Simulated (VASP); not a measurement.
ZnBF5:

```
Zn B F
1.0
     3.52628    0.00000    0.00000
     0.00000    3.52628    0.00000
     0.00000    0.00000    6.24301
Zn B F
1 1 5
Direct
  0.50000 0.50000 0.00000
  0.00000 0.00000 0.50000
  0.00000 0.50000 0.29635
  0.00000 0.50000 0.70365
  0.50000 0.00000 0.29635
  0.50000 0.00000 0.70365
  0.00000 0.00000 0.00000
```

| Item | Value |
| --- | --- |
| Program | VASP 6.6.1 |
| Task | relaxation of cell and atoms |
| Functional | PBEsol |
| Potentials or basis | VASP PAW PBE potentials, release 64 (Zn, B, F) |
| Cutoff | 600 eV |
| k mesh | 6 × 6 × 4 |
| Occupations | fermi-dirac, width 0.03 eV |
| Spin | no spin polarisation |

At the start: pressure -26.3 GPa; volume 11.09 Å³/atom.

Question: Where does the relaxation end?

Answer: Over 7 steps the energy falls by 442.8 meV/atom and the volume is 8.18 Å³/atom (-26.3 %); space group P4/mmm (No. 123, to 0.1 Å) before and after.

Step by step:
```
step  energy change (eV)  largest force (eV/Å)  pressure (GPa)  volume (Å³)
   1              0.0000                1.6082          -26.32        77.63
   2             -2.7715                0.8817           -7.07        58.90
   3             -2.8560                0.4795            1.22        56.08
   4             -3.0228                0.3397            3.15        55.71
   5             -3.0630                0.2178            5.48        55.37
   6             -3.0957                0.0749           -1.66        57.89
   7             -3.0997                0.0069           -0.01        57.24
```

Final structure:
```yaml
crystal:
  lattice:
    - [3.11037, 0.00000, 0.00000]
    - [0.00000, 3.11037, 0.00000]
    - [0.00000, 0.00000, 5.91652]
  atoms:
    - { symbol: Zn, position: [0.50000, 0.50000, 0.00000] }
    - { symbol: B, position: [0.00000, 0.00000, 0.50000] }
    - { symbol: F, position: [0.00000, 0.50000, 0.32304] }
    - { symbol: F, position: [0.00000, 0.50000, 0.67696] }
    - { symbol: F, position: [0.50000, 0.00000, 0.32304] }
    - { symbol: F, position: [0.50000, 0.00000, 0.67696] }
    - { symbol: F, position: [0.00000, 0.00000, 0.00000] }
```

Caveat: the volume moved by over 15 % at a fixed basis, so the end points are rough; the PAW data sets were made with another functional, which shifts forces and pressure a little.
